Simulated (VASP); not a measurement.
**Ca: single point with PBE**

The system is Ca.

```
CELL_PARAMETERS angstrom
3.16296 0.00000 0.00000
0.00000 3.16296 0.00000
0.00000 0.00000 3.16296
ATOMIC_POSITIONS crystal
Ca 0.00000 0.00000 0.00000
```

```json
{
 "Program": "VASP 6.6.1",
 "Task": "single point",
 "Functional": "PBE",
 "Potentials or basis": "VASP PAW PBE potentials, release 64 (Ca_sv)",
 "Cutoff": "520 eV",
 "k mesh": "8 × 8 × 8",
 "Occupations": "fermi-dirac, width 0.05 eV",
 "Spin": "no spin polarisation"
}
```

The pressure is 6.0 GPa and the band gap on the k mesh is zero (band 5 reaches 3.57 eV, above the bottom of band 6 at 2.79 eV).

Levels at points of the mesh, in eV from the Fermi level:
| k point | band 3 | band 4 | band 5 | band 6 | band 7 | band 8 |
| --- | --- | --- | --- | --- | --- | --- |
| (0.00, 0.00, 0.00) | -22.34 | -22.34 | -4.11 | 0.86 | 0.86 | 5.33 |
| (0.50, 0.00, 0.00) | -22.29 | -22.29 | -0.84 | -0.11 | 1.54 | 3.56 |
| (0.50, 0.50, 0.00) | -22.81 | -22.24 | -0.83 | 1.44 | 3.69 | 3.69 |
| (0.50, 0.50, 0.50) | -22.73 | -22.73 | 0.58 | 0.58 | 0.58 | 6.42 |

It took 3.9 s on 1 thread of Intel(R) Xeon(R) 6975P-C (Granite Rapids), with other jobs on the host, peak memory 0.14 GiB.
